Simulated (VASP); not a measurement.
Pb, 2 atoms in the cell. It takes space group C2/c (No. 15, monoclinic). The conventional cell has a = 3.165 Å, b = 8.235 Å, c = 4.441 Å, α = 90.00°, β = 108.42°, γ = 90.00°. Pb (site symmetry 2) has 10 Pb at 3.05 to 3.86 Å within 4.0 Å.  This cell differs from its parent crystal: volume scaled by 0.88.

```yaml
Program: VASP 6.6.1
Task: single point
Functional: PBEsol
Potentials_or_basis: VASP PAW PBE potentials, release 64 (Pb_d)
Cutoff: 520 eV
k_mesh: 12 × 12 × 8
Occupations: fermi-dirac, width 0.1 eV
Spin: no spin polarisation
Dipole_correction: no
Further_INCAR_settings: ALGO = Normal; EDIFF = 1e-06; NBANDS = 21
```

Potentials or basis: VASP PAW PBE potentials, release 64 (Pb_d).

Run with:

```sh
$ cat potpaw_PBE.64/Pb_d/POTCAR > POTCAR
$ mpirun -np 1 vasp_std > vasp.out
```

Hardware: 1 thread of Oxide Virtual Turin-like Processor, on a shared host.

**Question.** How long does it take, and how much memory?

**Answer.** Run time: 5 min on 1 thread of Oxide Virtual Turin-like Processor (shared host), peak memory 0.38 GiB. Counts: scf iterations 11, k points 320.
